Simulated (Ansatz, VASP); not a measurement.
AgB2: VASP beside Ansatz

File INCAR:

```
ALGO = Normal
EDIFF = 1E-8
ENCUT = 520
GGA = PS
ISIF = 2
ISMEAR = -1
LASPH = T
LCHARG = F
LEFG = T
LREAL = F
LWAVE = F
NBANDS = 16
NELM = 100
PREC = Accurate
SIGMA = 0.05
```

KPOINTS

```
k-points
0
Gamma
  16 16 13
```

The input POSCAR:

```
AgB2
1.0
    3.0099684966      0.0000000000      0.0000000000
   -1.5049842483      2.6067091827      0.0000000000
    0.0000000000      0.0000000000      3.2507641987
Ag B
1 2
Direct
    0.0000000000      0.0000000000      0.0000000000
    0.3333333333      0.6666666667      0.5000000000
    0.6666666667      0.3333333333      0.5000000000
```

Input for Ansatz:

```yaml
crystal:
  lattice:
    - [3.0099684966, 0.0, 0.0]
    - [-1.5049842483, 2.6067091827, 0.0]
    - [0.0, 0.0, 3.2507641987]
  atoms:
    - { symbol: Ag, position: [0.0, 0.0, 0.0] }
    - { symbol: B, position: [0.3333333333, 0.6666666667, 0.5] }
    - { symbol: B, position: [0.6666666667, 0.3333333333, 0.5] }
kpoints:
  mp_grid: { grid: [16, 16, 13] }
scf:
  occupations: { method: fermi_dirac, width: 0.05 }
hamiltonian:
  xc: pbesol
  pseudopotentials: { kind: all_electron, datasets: crystal }
output:
  forces: true
  stress: true
  eigenvalues: true
  efg: { contact_densities: true }
```

Change from the starting cell: volume scaled by 1.01, crystal datasets.

Alike in both runs: task electric field gradients; functional PBEsol; k mesh 16 × 16 × 13; occupations fermi-dirac, width 0.05 eV; no spin polarisation.

|  | VASP | Ansatz |
| --- | --- | --- |
| version | VASP 6.6.1 | Ansatz 0.2.0 |
| potentials or method | VASP PAW PBE potentials, release 64 (Ag, B), cutoff 520 eV | all-electron PAW with datasets made for the crystal, scalar-relativistic |

|  | VASP | Ansatz | Ansatz less VASP |
| --- | --- | --- | --- |
| pressure (GPa) | 43.3 | 43.2 | -0.10 |
| traceless stress, the component that is largest in VASP (GPa) | 20.79 | 20.94 | +0.152 |
| size of Vzz on the site where it differs most (V/Å²) | 29.5 | 26.4 | -3.12 |

VASP's potentials were made for PBE, not for PBEsol. Both programs put the cell under a high pressure, so it lies far from rest at this level. Ansatz ran all-electron here, and VASP with PAW potentials.
